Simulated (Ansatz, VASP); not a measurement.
# Two plane-wave programs on KP5

The input INCAR:

```
PREC = Accurate
ENCUT = 600
EDIFF = 1E-6
ISMEAR = 0
SIGMA = 0.1
LREAL = False
LASPH = True
NELM = 100
ALGO = Normal
ISIF = 3
LWAVE = False
LCHARG = False
GGA = PE
IBRION = 2
NSW = 90
EDIFFG = -0.04
```

Contents of KPOINTS:

```
regular mesh
0
Gamma
  3 3 6
```

The input POSCAR:

```
KP5
1.0
    6.1546860451      0.0000000000      0.0000000000
   -3.0773430226      5.3301144674      0.0000000000
    0.0000000000      0.0000000000      3.4316092245
K P
1 5
Direct
    0.0000000000      0.0000000000      0.0000000000
    0.5000000000      0.0000000000      0.5000000000
    0.5000000000      0.5000000000      0.5000000000
    0.0000000000      0.5000000000      0.5000000000
    0.3333333333      0.6666666667      0.0000000000
    0.6666666667      0.3333333333      0.0000000000
```

Input for Ansatz:

```yaml
crystal:
  lattice:
    - [6.1546860451, 0.0, 0.0]
    - [-3.0773430226, 5.3301144674, 0.0]
    - [0.0, 0.0, 3.4316092245]
  atoms:
    - { symbol: K, position: [0.0, 0.0, 0.0] }
    - { symbol: P, position: [0.5, 0.0, 0.5] }
    - { symbol: P, position: [0.5, 0.5, 0.5] }
    - { symbol: P, position: [0.0, 0.5, 0.5] }
    - { symbol: P, position: [0.3333333333, 0.6666666667, 0.0] }
    - { symbol: P, position: [0.6666666667, 0.3333333333, 0.0] }
basis:
  ecutwfc: 420
kpoints:
  mp_grid: { grid: [3, 3, 6] }
hamiltonian:
  xc: pbe
scf:
  occupations: { method: gaussian, width: 0.1 }
  lower_state_search: "off"
output:
  forces: true
  stress: true
  eigenvalues: true
relax:
  adjacent_minimum: "off"
  f_tol: 0.04
  max_steps: 70
  cell: { stress_tol: 0.4 }
```

Change from the starting cell: species swapped into the GdRh5 type (P6/mmm, No. 191).

Alike in both runs: task relaxation of cell and atoms; functional PBE; k mesh 3 × 3 × 6; occupations gaussian, width 0.1 eV; no spin polarisation.

|  | VASP | Ansatz |
| --- | --- | --- |
| version | VASP 6.6.1 | Ansatz 0.2.0 |
| potentials or method | VASP PAW PBE potentials, release 64 (K_sv, P), cutoff 600 eV | scalar-relativistic, plane waves, PAW |
| valence electrons in the cell | 34 | 34 |

Ansatz gave:

| Item | Value |
| --- | --- |
| gap on the k mesh at the Fermi level, each at its own relaxed structure (eV) | none |
| relaxed volume (Å³/atom) | 19.02 |
| relaxed cell length with the largest relative difference (Å) | 3.241 |

What did VASP give for the same quantities?

gap on the k mesh at the Fermi level, each at its own relaxed structure (eV): none; relaxed volume (Å³/atom): 19.04; relaxed cell length with the largest relative difference (Å): 3.245.

A gap of «none» marks a metal or a gap that the smearing closes.

The k mesh is coarse, so the values compare programs but aren't converged.
